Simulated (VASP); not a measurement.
Crystal: TlCl.

```
CELL_PARAMETERS angstrom
3.79363 0.00000 0.00000
0.00000 3.79363 0.00000
0.00000 0.00000 3.79363
ATOMIC_POSITIONS crystal
Tl 0.00000 0.00000 0.00000
Cl 0.50000 0.50000 0.50000
```

Base run:

| Property | Result |
| --- | --- |
| Program | VASP 6.6.1 |
| Functional | HSE06 |
| Potentials or basis | VASP PAW PBE potentials, release 64 (Tl_d, Cl) |
| Cutoff | 400 eV |
| k mesh | 4 × 4 × 4 |
| Occupations | gaussian, width 0.01 eV |
| Spin | no spin polarisation |

Its results: band gap on the k mesh 2.74 eV; pressure 1.9 GPa.

Q: The run is repeated on the same cell with these changes: functional from HSE06 to PBE; cutoff from 400 eV to 500 eV. What comes out?

A: Band gap on the k mesh 1.99 eV; pressure 2.3 GPa.

Caveats: spin-orbit coupling is left out, which moves the levels of the heavy elements; the PAW data sets were made with another functional, which shifts forces and pressure a little (at least some runs).

A k mesh can miss the band edges.
